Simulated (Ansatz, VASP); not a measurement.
## TaSi6: VASP beside Ansatz

```
Ta Si
1.0
     0.00000    4.27066    4.27066
     4.27066    0.00000    4.27066
     4.27066    4.27066    0.00000
Ta Si
1 6
Direct
  0.50000 0.50000 0.50000
  0.20517 0.79483 0.79483
  0.79483 0.20517 0.20517
  0.79483 0.20517 0.79483
  0.20517 0.79483 0.20517
  0.79483 0.79483 0.20517
  0.20517 0.20517 0.79483
```

Alike in both runs: functional PBE; k mesh 8 × 8 × 8; occupations gaussian, width 0.1 eV; no spin polarisation.

Ansatz relaxed the structure, and its values are those at the end. VASP's run is a single point on that final structure, the one shown.

|  | VASP | Ansatz |
| --- | --- | --- |
| version | VASP 6.6.1 | Ansatz 0.2.0 |
| potentials or method | VASP PAW PBE potentials, release 64 (Ta_pv, Si), cutoff 520 eV | scalar-relativistic, plane waves, PAW |
| valence electrons in the cell | 35 | 37 |

|  | VASP | Ansatz | Ansatz less VASP |
| --- | --- | --- | --- |
| gap on the k mesh at the Fermi level (eV) | none | none | - |
| pressure (GPa) | 0.0 | 0.0 | +0.04 |
| rms of the force components (eV/Å) | 0.012 | 0.002 | -0.0105 |

A gap of «none» marks a metal or a gap that the smearing closes. VASP's potentials hold 35 valence electrons a cell and Ansatz's 37, so a difference there can come from the potentials and not from the codes.

Neither program's run includes spin-orbit coupling.
